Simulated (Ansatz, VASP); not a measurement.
**One calculation of HfO2, two programs**

File INCAR:

```
  PREC = Accurate
  ENCUT = 520
  EDIFF = 1E-6
  ISMEAR = 0
  SIGMA = 0.01
  LREAL = F
  LASPH = T
  NELM = 60
  ALGO = Normal
  ISIF = 2
  LWAVE = F
  LCHARG = F
  GGA = PE
  NBANDS = 31
```

Contents of KPOINTS:

```
Automatic mesh
0
Gamma
  6 6 4
```

The input POSCAR:

```
HfO2
1.0
    3.5580190000      0.0000000000      0.0000000000
    0.0000000000      3.5580190000      0.0000000000
    0.0000000000      0.0000000000      5.1718610000
Hf O
2 4
Direct
    0.5000000000      0.5000000000      0.5000000000
    0.0000000000      0.0000000000      0.0000000000
    0.0000000000      0.5000000000      0.6972080000
    0.5000000000      0.0000000000      0.8027920000
    0.5000000000      0.0000000000      0.3027920000
    0.0000000000      0.5000000000      0.2165433998
```

Input for Ansatz:

```yaml
crystal:
  lattice:
    - [3.558019, 0.0, 0.0]
    - [0.0, 3.558019, 0.0]
    - [0.0, 0.0, 5.171861]
  atoms:
    - { symbol: Hf, position: [0.5, 0.5, 0.5] }
    - { symbol: Hf, position: [0.0, 0.0, 0.0] }
    - { symbol: O, position: [0.0, 0.5, 0.697208] }
    - { symbol: O, position: [0.5, 0.0, 0.802792] }
    - { symbol: O, position: [0.5, 0.0, 0.302792] }
    - { symbol: O, position: [0.0, 0.5, 0.21654339977195833] }
basis:
  ecutwfc: 450.0
kpoints:
  mp_grid:
    grid: [6, 6, 4]
hamiltonian:
  xc: pbe
  pseudopotentials:
    kind: paw
scf:
  occupations:
    method: fixed
output:
  forces: true
```

Alike in both runs: task single point; functional PBE; k mesh 6 × 6 × 4; no spin polarisation.

|  | VASP | Ansatz |
| --- | --- | --- |
| version | VASP 6.6.1 | Ansatz 0.2.0 |
| potentials or method | VASP PAW PBE potentials, release 64 (Hf_pv, O), cutoff 520 eV | plane waves, PAW |
| occupations | gaussian, width 0.01 eV | fixed |
| valence electrons in the cell | 44 | 76 |

|  | VASP | Ansatz | Ansatz less VASP |
| --- | --- | --- | --- |
| rms of the force components (eV/Å) | 0.421 | 0.423 | +0.0023 |

Atom by atom the forces differ by 0.019 eV/Å (rms over components). VASP's potentials hold 44 valence electrons a cell and Ansatz's 76, so a difference there can come from the potentials and not from the codes.

Neither program's run includes spin-orbit coupling.
